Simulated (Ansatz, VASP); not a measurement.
Au in VASP and in Ansatz

File INCAR:

```
SYSTEM = Au
PREC = Accurate
ENCUT = 520
EDIFF = 1E-6
ISMEAR = -1
SIGMA = 0.03
LREAL = .FALSE.
LASPH = .TRUE.
NELM = 80
ALGO = Normal
ISIF = 2
LWAVE = .FALSE.
LCHARG = .TRUE.
GGA = PS
LELF = .TRUE.
LVHAR = .TRUE.
NBANDS = 18
```

KPOINTS

```
Automatic mesh
0
G
  14 14 8
  0 0 0
```

The input POSCAR:

```
Au
1.0
    2.8999984104      0.0000000000      0.0000000000
   -1.4499992052      2.5114722944      0.0000000000
    0.0000000000      0.0000000000      4.9776000000
Au
2
Direct
    0.3333333333      0.6666666667      0.7500000000
    0.6666666667      0.3333333333      0.2500000000
```

Input for Ansatz:

```yaml
crystal:
  lattice:
    - [2.8999984104, 0.0, 0.0]
    - [-1.4499992052, 2.5114722944, 0.0]
    - [0.0, 0.0, 4.9776]
  atoms:
    - { symbol: Au, position: [0.3333333333, 0.6666666667, 0.75] }
    - { symbol: Au, position: [0.6666666667, 0.3333333333, 0.25] }
kpoints:
  mp_grid: { grid: [14, 14, 8] }
  band_path:
    path:
      - [0.0, 0.0, 0.0]
      - [0.5, 0.0, 0.0]
      - [0.3333333333, 0.3333333333, 0.0]
      - [0.0, 0.0, 0.0]
      - [0.0, 0.0, 0.5]
      - [0.5, 0.0, 0.5]
      - [0.3333333333, 0.3333333333, 0.5]
      - [0.0, 0.0, 0.5]
      - [0.5, 0.0, 0.5]
    npoints: 5
scf:
  occupations: { method: fermi_dirac, width: 0.03 }
hamiltonian:
  xc: pbesol
  pseudopotentials: { kind: all_electron, lapw: { basis_error: 0.0005 } }
output:
  forces: true
  stress: true
  eigenvalues: true
```

Change from the starting cell: zz strain of +2 %.

Alike in both runs: task single point; functional PBEsol; k mesh 14 × 14 × 8; occupations fermi-dirac, width 0.03 eV; no spin polarisation.

|  | VASP | Ansatz |
| --- | --- | --- |
| version | VASP 6.6.1 | Ansatz 0.2.0 |
| potentials or method | VASP PAW PBE potentials, release 64 (Au), cutoff 520 eV | all-electron LAPW, scalar-relativistic |

```csv
,VASP,Ansatz,Ansatz less VASP
pressure (GPa),-8.8,-8.6,+0.20
"traceless stress, the component that is largest in VASP (GPa)",-0.14,-0.13,+0.017
```

VASP's potentials were made for PBE, not for PBEsol. Ansatz ran all-electron here, and VASP with PAW potentials.

Spin-orbit coupling is off throughout.
